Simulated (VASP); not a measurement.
# SrTa2O2 (I4/mmm) in VASP: single point with PBE

Aim: the single point of SrTa2O2 with PBE.

All numbers are computed with VASP 6.6.1; they aren't measurements. Logs are shortened: lines on timing, memory, paths and dates and some standing lists are left out, and cuts for length are marked.

## 1. The cell of the first run

The structure is tetragonal, space group I4/mmm (No. 139). Conventional cell: a = 6.170 Å, b = 6.170 Å, c = 5.617 Å, α = 90.00°, β = 90.00°, γ = 90.00°. Within 2.8 Å of Sr (site symmetry 4/mmm) lie 2 O at 2.14 Å. Within 3.7 Å of Ta (site symmetry mmm) lie 2 Ta at 2.81 Å and 2 Sr at 3.08 Å and 4 O at 3.16 Å. Within 3.7 Å of Ta (site symmetry mmm) lie 2 Ta at 2.81 Å and 2 Sr at 3.08 Å and 4 O at 3.16 Å. O (site symmetry 4mm) has 1 O at 1.34 Å within 1.8 Å.

## 2. Single point, PBE

INCAR reads:

```
PREC = Accurate
ENCUT = 600
EDIFF = 1E-6
ISMEAR = 0
SIGMA = 0.2
LREAL = F
LASPH = T
NELM = 120
ALGO = Normal
ISIF = 2
LWAVE = F
LCHARG = T
GGA = PE
LELF = T
LVHAR = T
NBANDS = 55
GGA_COMPAT = F
```

KPOINTS reads:

```
Automatic mesh
0
Gamma
  4 4 4
```

POSCAR reads:

```
SrTa2O2
1.0
    3.0848330383     -3.0848330383      2.8084625940
   -3.0848330383     -3.0848330383      2.8084625940
    0.0000000000     -6.1696660766     -5.6169251880
Sr Ta O
2 4 4
Direct
    0.0000000000      0.0000000000      1.0000000000
    0.5000000000      0.5000000000      0.5000000000
    0.7500000000      0.7500000000      0.7500000000
    0.2500000000      0.2500000000      0.2500000000
    0.5000000000      0.5000000000      0.0000000000
    0.0000000000      0.0000000000      0.5000000000
    0.3098501515      0.3098501515      0.6901498485
    0.8098501515      0.8098501515      0.1901498485
    0.1901498485      0.1901498485      0.8098501515
    0.6901498485      0.6901498485      0.3098501515
```

Potentials or basis: VASP PAW PBE potentials, release 64 (Sr_sv, Ta_pv, O).

The run is started by

```bash
$ cat potpaw_PBE.64/Sr_sv/POTCAR potpaw_PBE.64/Ta_pv/POTCAR potpaw_PBE.64/O/POTCAR > POTCAR
$ mpirun -np 1 vasp_std > vasp.out
```

OUTCAR:

```text
PREC = Accurate
   ENCUT = 600
   EDIFF = 1E-6
   ISMEAR = 0
   LREAL = F
   LASPH = T
   NELM = 120
   ISIF = 2
   GGA = PE

 ion  position               nearest neighbor table
   1  0.000  0.000  0.000-   8 2.14   9 2.14   3 3.08   4 3.08   5 3.08   5 3.08   7 3.48  10 3.48
                             5 4.17   6 4.17   6 4.17   4 4.17   3 4.17   4 4.17   3 4.17   5 4.17
   2  0.500  0.500  0.500-   7 2.14  10 2.14   3 3.08   4 3.08   6 3.08   6 3.08   9 3.48   8 3.48
                             5 4.17   6 4.17   5 4.17   3 4.17   4 4.17   3 4.17   4 4.17   6 4.17
   3  0.750  0.750  0.750-   5 2.81   6 2.81   1 3.08   2 3.08   2 4.17   2 4.17   1 4.17   1 4.17

   4  0.250  0.250  0.250-   5 2.81   6 2.81   1 3.08   2 3.08   1 4.17   1 4.17   2 4.17   2 4.17

   5  0.500  0.500  0.000-   3 2.81   4 2.81   1 3.08   1 3.08   2 4.17   1 4.17   2 4.17   1 4.17

   6  0.000  0.000  0.500-   3 2.81   4 2.81   2 3.08   2 3.08   1 4.17   1 4.17   2 4.17   2 4.17

   7  0.310  0.310  0.690-   9 1.34   2 2.14   1 3.48
   8  0.810  0.810  0.190-  10 1.34   1 2.14   2 3.48
   9  0.190  0.190  0.810-   7 1.34   1 2.14   2 3.48
  10  0.690  0.690  0.310-   8 1.34   2 2.14   1 3.48

  LATTYP: Found a base centered monoclinic cell.
 ALAT       =     8.3435381023
 B/A-ratio  =     0.7394544138
 C/A-ratio  =     1.0000000000
 COS(beta)  =    -0.0935856602

  Lattice vectors:

 A1 = (  -3.0848330383,   3.0848330383,  -2.8084625940)
 A2 = (   3.0848330383,   3.0848330383,  -2.8084625940)
 A3 = (   0.0000000000,  -6.1696660766,  -5.6169251880)

Analysis of symmetry for initial positions (statically):
=====================================================================
 Subroutine PRICEL returns following result:

  LATTYP: Found a body centered tetragonal cell.
 ALAT       =     6.1696660766
 C/A-ratio  =     0.9104099182

  Lattice vectors:

 A1 = (  -3.0848330383,  -3.0848330383,  -2.8084625940)
 A2 = (   3.0848330383,   3.0848330383,  -2.8084625940)
 A3 = (   3.0848330383,  -3.0848330383,   2.8084625940)

   2 primitive cells build up your supercell.

 Routine SETGRP: Setting up the symmetry group for a
 base centered monoclinic supercell.

 Subroutine GETGRP returns: Found  4 space group operations
 (whereof  4 operations were pure point group operations)
 out of a pool of  4 trial point group operations.

The static configuration has the point symmetry C_2h.

Analysis of symmetry for dynamics (positions and initial velocities):
=====================================================================
 Subroutine PRICEL returns following result:

  LATTYP: Found a body centered tetragonal cell.
 ALAT       =     6.1696660766
 C/A-ratio  =     0.9104099182

  Lattice vectors:

 A1 = (  -3.0848330383,  -3.0848330383,  -2.8084625940)
 A2 = (   3.0848330383,   3.0848330383,  -2.8084625940)
 A3 = (   3.0848330383,  -3.0848330383,   2.8084625940)

   2 primitive cells build up your supercell.

 Routine SETGRP: Setting up the symmetry group for a
 base centered monoclinic supercell.

 Subroutine GETGRP returns: Found  4 space group operations
 (whereof  4 operations were pure point group operations)
 out of a pool of  4 trial point group operations.

The dynamic configuration has the point symmetry C_2h.

 Subroutine INISYM returns: Found  4 space group operations
 (whereof  4 operations are pure point group operations),
 and found     2 'primitive' translations

----------------------------------------------------------------------------------------

                                     Primitive cell

  volume of cell :     106.9035

  direct lattice vectors                    reciprocal lattice vectors
    -3.084833038 -3.084833038 -2.808462594    -0.000000000 -0.162083326 -0.178033349
     3.084833038  3.084833038 -2.808462594     0.162083326  0.000000000 -0.178033349
     3.084833038 -3.084833038  2.808462594     0.162083326 -0.162083326  0.000000000

  length of vectors
     5.188434435  5.188434435  5.188434435     0.240763116  0.240763116  0.229220438

  position of ions in fractional coordinates (direct lattice)
     0.000000000  0.000000000  0.000000000
     0.500000000  1.000000000  0.500000000
     1.000000000  0.500000000  0.500000000
     0.380299697  0.380299697  1.000000000
     0.619700303  0.619700303  1.000000000

  ion indices of the primitive-cell ions
   primitive index   ion index
                 1           1
                 2           3
                 3           6
                 4           8
                 5           9

----------------------------------------------------------------------------------------

 KPOINTS: Automatic mesh

Automatic generation of k-mesh.
 Grid dimensions read from file:
 generate k-points for:    4    4    4

 Generating k-lattice:

  Cartesian coordinates                     Fractional coordinates (reciprocal lattice)
     0.040520832 -0.020260416  0.022254169     0.250000000  0.000000000  0.000000000
    -0.040520832 -0.020260416  0.022254169     0.000000000  0.250000000  0.000000000
     0.000000000 -0.020260416 -0.022254169     0.000000000  0.000000000  0.250000000

  Length of vectors
     0.050474452  0.050474452  0.030095389

  Shift w.r.t. Gamma in fractional coordinates (k-lattice)
     0.000000000  0.000000000  0.000000000

 Subroutine IBZKPT returns following result:
 ===========================================

 Found     24 irreducible k-points:

 Following reciprocal coordinates:
            Coordinates               Weight
  0.000000  0.000000  0.000000      1.000000
  0.250000  0.000000  0.000000      4.000000
  0.500000  0.000000  0.000000      2.000000
  0.250000  0.250000  0.000000      2.000000
  0.500000  0.250000  0.000000      4.000000
 -0.250000  0.250000  0.000000      2.000000
[... 16 lines left out ...]
 -0.250000  0.250000  0.500000      2.000000
  0.500000  0.500000  0.500000      1.000000
   k-points           NKPTS =     24   k-points in BZ     NKDIM =     24   number of bands    NBANDS=     55
   number of dos      NEDOS =    301   number of ions     NIONS =     10
   total plane-waves  NPLWV = 123480
   dimension x,y,z NGX =    42 NGY =   42 NGZ =   70
   dimension x,y,z NGXF=    84 NGYF=   84 NGZF=  140
   ions per type =               2   4   4
   NGX,Y,Z   is equivalent  to a cutoff of  13.46, 13.46, 13.95 a.u.
   NGXF,Y,Z  is equivalent  to a cutoff of  26.91, 26.91, 27.90 a.u.
 SYSTEM =  unknown system
   PREC   = accura    normal or accurate (medium, high low for compatibility)
   ISTART =      0    job   : 0-new  1-cont  2-samecut
   ICHARG =      2    charge: 1-file 2-atom 10-const
   ISPIN  =      1    spin polarized calculation?
   LNONCOLLINEAR =      F non collinear calculations
   LSORBIT =      F    spin-orbit coupling
   LASPH  =      T    aspherical Exc in radial PAW
   ENCUT  =  600.0 eV  44.10 Ry    6.64 a.u.  10.36 10.36 16.66*2*pi/ulx,y,z
   NELM   =    120;   NELMIN=  2; NELMDL= -5     # of ELM steps
   EDIFF  = 0.1E-05   stopping-criterion for ELM
   LREAL  =      F    real-space projection
   EDIFFG = 0.1E-04   stopping-criterion for IOM
   NSW    =      0    number of steps for IOM
   IBRION =     -1    ionic relax: 0-MD 1-quasi-New 2-CG
   NFREE  =      0    steps in history (QN), initial steepest desc. (CG)
   ISIF   =      2    stress and relaxation
   ISYM   =      2    0-nonsym 1-usesym 2-fastsym
   POTIM  = 0.5000    time-step for ionic-motion
   TEBEG  =    0.0;   TEEND  =   0.0 temperature during run
   PSTRESS=    0.0 pullay stress
   NELECT =      88.0000    total number of electrons
   NUPDOWN=      -1.0000    fix difference up-down
   EMIN   =  10.00;   EMAX   =-10.00  energy-range for DOS
   EFERMI =   0.00;   METHOD = LEGACY
   ISMEAR =     0;   SIGMA  =   0.20  broadening in eV -4-tet -1-fermi 0-gaus
   EFERMI_NEDOS =   21; number of points for ismear=-14 and -15
   IALGO  =     38    algorithm
   IMIX   =      4    mixing-type and parameters
     AMIX     =   0.40;   BMIX     =  1.00
     AMIX_MAG =   1.60;   BMIX_MAG =  1.00
  volume/ion in A,a.u.               =      21.38       144.28
  Fermi-wavevector in a.u.,A,eV,Ry     =   1.217760  2.301233 20.176619  1.482940
  Thomas-Fermi vector in A             =   2.353070
   LORBIT       =      0    0 simple, 1 ext, 2 COOP (PROOUT), +10 PAW based schemes
   GGA     = PE    functional components
   LHFCALC =     F    Hartree Fock is set to
   AEXX    =    0.0000 exact exchange contribution
   IVDW    =     0    specifies the selected vdW correction
   LEPSILON=     F    determine dielectric tensor
   LRPA    =     F    only Hartree local field effects (RPA)
 non-spin polarized calculation
 Gauss-broadening in eV      SIGMA  =   0.20
  energy-cutoff  :      600.00
  volume of cell :      213.81
 maximum number of plane-waves:      7191
 NGX is ok and might be reduce to    42
   NGX = 21   NGY = 21   NGZ = 33

 number of electron      88.0000009 magnetization

 Free energy of the ion-electron system (eV)
  ---------------------------------------------------
  ext. energy  EPLUGINS =         0.00000000
  ---------------------------------------------------
  free energy    TOTEN  =       -56.74654613 eV

  energy without entropy =      -56.44197762  energy(sigma->0) =      -56.59426187

 E-fermi :   2.6621     XC(G=0):  -9.8992

 val. band max:        2.6557987773   @ k =   0.0000   0.0000   0.2500
 cond. band min:       2.6825853719   @ k =   0.5000   0.5000   0.5000
 fundamental gap:      0.0267865946
 Fermi energy:         2.6620862455

 k-point     1 :       0.0000    0.0000    0.0000
  band No.  band energies     occupation
      1     -32.7106      2.00000
      2     -32.7056      2.00000
      3     -32.7036      2.00000
      4     -32.6987      2.00000
      5     -32.4997      2.00000
      6     -32.3610      2.00000
[... 47 lines left out ...]
     54       4.1020      0.00000
[... 1333 lines left out ...]
     54       3.9891      0.00000
     55       4.2433      0.00000

------------------------ aborting loop because EDIFF is reached ----------------------------------------

  FORCE on cell =-STRESS in cart. coord.  units (eV):
  Direction    XX          YY          ZZ          XY          YZ          ZX
  --------------------------------------------------------------------------------------
  -------------------------------------------------------------------------------------
  Total       -0.3964763     -0.1383581      2.4581481      0.0000000      0.0098575      0.0000000
  in kB       -2.9710223     -1.0367955     18.4202987      0.0000000      0.0738680      0.0000000
  external PRESSURE =       4.8041603 kB  Pullay stress =       0.0000000 kB

 VOLUME and BASIS-vectors are now :
 -----------------------------------------------------------------------------
  energy-cutoff  :      600.00
  volume of cell :      213.81
      direct lattice vectors                 reciprocal lattice vectors
     3.084833038 -3.084833038  2.808462594     0.162083326 -0.081041663  0.089016674
    -3.084833038 -3.084833038  2.808462594    -0.162083326 -0.081041663  0.089016674
     0.000000000 -6.169666077 -5.616925188     0.000000000 -0.081041663 -0.089016674

 POSITION                                       TOTAL-FORCE (eV/Angst)
 -----------------------------------------------------------------------------------
      0.00000      0.00000      0.00000         0.000000     -0.000000      0.000000
      0.00000     -6.16967      0.00000         0.000000     -0.000000     -0.000000
      0.00000     -9.25450      0.00000        -0.000000     -0.000000      0.000000
      0.00000     -3.08483      0.00000        -0.000000     -0.000000      0.000000
      0.00000     -3.08483      2.80846         0.000000     -0.000000     -0.000000
      0.00000     -3.08483     -2.80846         0.000000     -0.000000     -0.000000
      0.00000     -6.16967     -2.13611         0.000000     -0.000972      0.120718
      0.00000     -6.16967      3.48081         0.000000     -0.000972      0.120718
      0.00000     -6.16967     -3.48081         0.000000      0.000972     -0.120718
      0.00000     -6.16967      2.13611         0.000000      0.000972     -0.120718
 -----------------------------------------------------------------------------------
    total drift:                                0.000000      0.000000      0.000000

  FREE ENERGIE OF THE ION-ELECTRON SYSTEM (eV)
  ---------------------------------------------------
  free  energy   TOTEN  =       -56.7465461266 eV

  energy  without entropy=      -56.4419776184  energy(sigma->0) =      -56.59426187
```

It took 12 min on 1 thread of Intel Xeon 6975P-C, shared host; peak memory 0.53 GiB.

Results:

| Property | Result |
| --- | --- |
| Free energy | -56.7465 eV |
| Pressure | 0.5 GPa |
| Largest force | 0.121 eV/Å |
| Band gap on the k mesh | zero (band 44 reaches 2.80 eV, above the bottom of band 45 at 2.61 eV) |

Forces in eV/Å, atoms in the order of the input:
```
Sr   0.000  0.000  0.000
Sr   0.000  0.000  0.000
Ta   0.000  0.000  0.000
Ta   0.000  0.000  0.000
Ta   0.000  0.000  0.000
Ta   0.000  0.000  0.000
O    0.000 -0.001  0.121
O    0.000 -0.001  0.121
O    0.000  0.001 -0.121
O    0.000  0.001 -0.121
```

Levels at points of the mesh, in eV from the Fermi level:
```
           k point  band 40  band 41  band 42  band 43  band 44  band 45  band 46  band 47  band 48  band 49
(0.00, 0.00, 0.00)    -0.53    -0.40    -0.03    -0.03    -0.02     0.03     0.15     0.17     0.43     0.69
(0.50, 0.00, 0.00)    -0.72    -0.45    -0.45    -0.28    -0.28     0.21     0.21     0.68     0.68     0.97
(0.50, 0.50, 0.00)    -0.40    -0.18    -0.18    -0.07    -0.02     0.03     0.09     0.15     0.18     0.43
(0.00, 0.00, 0.50)    -1.16    -0.45    -0.45    -0.19    -0.19     0.05     0.05     0.72     0.72     1.22
(0.50, 0.00, 0.50)    -0.53    -0.40    -0.12    -0.02     0.03     0.15     0.18     0.40     0.42     0.70
(0.50, 0.50, 0.50)    -0.57    -0.19    -0.19    -0.13    -0.13     0.02     0.02     0.20     0.20     0.44
```

Caveat: spin-orbit coupling is left out, which moves the levels of the heavy elements.
